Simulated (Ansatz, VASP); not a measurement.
## SnO: VASP beside Ansatz

The input INCAR:

```
SYSTEM = SnO
PREC     = Accurate       ! precision mode
ENCUT    = 520            ! plane-wave cutoff, eV
EDIFF    = 1E-7           ! SCF threshold, eV
ISMEAR   = 0              ! smearing method
SIGMA    = 0.05           ! smearing width, eV
LREAL    = .FALSE.        ! projectors in reciprocal space
LASPH    = .TRUE.         ! aspherical terms in the spheres
NELM     = 80             ! most SCF steps
ALGO     = Normal         ! electronic algorithm
ISIF     = 2              ! what is computed and relaxed
LWAVE    = .FALSE.        ! write WAVECAR
LCHARG   = .TRUE.         ! write CHGCAR
GGA      = PE             ! functional
LELF     = .TRUE.         ! ELF
LVHAR    = .TRUE.       
NBANDS   = 28             ! bands
```

Contents of KPOINTS:

```
Automatic mesh
0
G
  10 10 8
  0 0 0
```

Contents of POSCAR:

```
SnO
1.0
    3.8681707514      0.0000000000      0.0000000000
    0.0000000000      3.8681707514      0.0000000000
    0.0000000000      0.0000000000      5.0672768981
Sn O
2 2
Direct
    0.0000000000      0.5000000000      0.2287361932
    0.5000000000      0.0000000000      0.7712638068
   -0.0258520129      0.0000000000     -0.0394689306
    0.5000000000      0.5000000000      0.0000000000
```

Input for Ansatz:

```yaml
crystal:
  lattice:
    - [3.8681707514, 0.0, 0.0]
    - [0.0, 3.8681707514, 0.0]
    - [0.0, 0.0, 5.0672768981]
  atoms:
    - { symbol: Sn, position: [0.0, 0.5, 0.2287361932] }
    - { symbol: Sn, position: [0.5, 0.0, 0.7712638068] }
    - { symbol: O, position: [-0.0258520129, 0.0, -0.0394689306] }
    - { symbol: O, position: [0.5, 0.5, 0.0] }
basis:
  ecutwfc: 420
kpoints:
  mp_grid: { grid: [10, 10, 8] }
hamiltonian:
  xc: pbe
scf:
  occupations: { method: gaussian, width: 0.05 }
output:
  forces: true
  stress: true
  eigenvalues: true
```

Alike in both runs: task single point; functional PBE; k mesh 10 × 10 × 8; occupations gaussian, width 0.05 eV; no spin polarisation.

|  | VASP | Ansatz |
| --- | --- | --- |
| version | VASP 6.6.1 | Ansatz 0.2.0 |
| potentials or method | VASP PAW PBE potentials, release 64 (Sn_d, O), cutoff 520 eV | scalar-relativistic, plane waves, PAW |
| valence electrons in the cell | 40 | 40 |

|  | VASP | Ansatz | Ansatz less VASP |
| --- | --- | --- | --- |
| gap on the k mesh at the Fermi level (eV) | 0.42 | 0.42 | -0.007 |
| least direct gap on the mesh (eV) | 1.76 | 1.77 | +0.013 |
| pressure (GPa) | 1.1 | 0.9 | -0.19 |
| traceless stress, the component that is largest in VASP (GPa) | 3.27 | 3.16 | -0.117 |
| rms of the force components (eV/Å) | 0.674 | 0.659 | -0.0150 |

Atom by atom the forces differ by 0.033 eV/Å (rms over components).
